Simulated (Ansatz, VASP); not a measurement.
ZnS: VASP beside Ansatz

```xyz
4
Lattice="3.9976 0.0000 0.0000 0.0000 3.9976 0.0000 0.0000 0.0000 5.6534" Properties=species:S:1:pos:R:3 pbc="T T T"
Zn    1.9988    1.9988    1.4134
Zn    1.9988    1.9988    4.2401
S     0.0000    1.9988    0.0000
S     1.9988    0.0000    2.8267
```

Change from the starting cell: ordered vacancies on the cation sites of antifluorite (P4_2/mmc, No. 131).

Alike in both runs: task single point; functional PBE; k mesh 4 × 4 × 4; occupations gaussian, width 0.1 eV; no spin polarisation.

|  | VASP | Ansatz |
| --- | --- | --- |
| version | VASP 6.6.1 | Ansatz 0.2.0 |
| potentials or method | VASP PAW PBE potentials, release 64 (Zn, S), cutoff 520 eV | scalar-relativistic, plane waves, PAW |
| valence electrons in the cell | 36 | 36 |

```tsv
	VASP	Ansatz	Ansatz less VASP
gap on the k mesh at the Fermi level (eV)	none	none	-
pressure (GPa)	-4.2	-4.3	-0.09
traceless stress, the component that is largest in VASP (GPa)	4.78	4.79	+0.013
```

A gap of «none» marks a metal or a gap that the smearing closes.

The k mesh is coarse, so the values compare programs but aren't converged.
